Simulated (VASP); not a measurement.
A run of VASP 6.6.1:

File POSCAR:

```
La
1.0
    0.0000000000      2.6546496237      2.6546496237
    2.6546496237      0.0000000000      2.6546496237
    2.6546496237      2.6546496237      0.0000000000
La
1
Direct
    0.0000000000      0.0000000000      0.0000000000
```

INCAR.step1

```
ALGO = Normal
EDIFF = 1E-4
ENCUT = 520
GGA = PE
ISMEAR = -1
LASPH = T
LCHARG = F
LREAL = F
LWAVE = T
NBANDS = 12
NELM = 60
PREC = Accurate
SIGMA = 0.1
```

INCAR.step2

```
ALGO = Normal
EDIFF = 1E-7
ENCUT = 520
ISIF = 2
ISMEAR = -1
ISTART = 1
LASPH = T
LCHARG = T
LELF = T
LMIXTAU = T
LREAL = F
LVHAR = T
LWAVE = F
METAGGA = R2SCAN
NBANDS = 12
NELM = 60
PREC = Accurate
SIGMA = 0.1
```

File KPOINTS:

```
k-points
0
Gamma
  10 10 10
```

Potentials or basis: VASP PAW PBE potentials, release 64 (La).

Command:

```sh
$ cat potpaw_PBE.64/La/POTCAR > POTCAR
$ cp INCAR.step1 INCAR
$ mpirun -np 1 vasp_std > vasp.out
$ cp INCAR.step2 INCAR
$ mpirun -np 1 vasp_std > vasp.out
```

Hardware: 1 thread of Intel(R) Xeon(R) Platinum 8488C (Sapphire Rapids) (shared host).

Task: Estimate the wall time of this run.

Result: Run time: 2.9 min on 1 thread of Intel(R) Xeon(R) Platinum 8488C (Sapphire Rapids), with other jobs on the host, peak memory 0.19 GiB. Counts: k points 47.
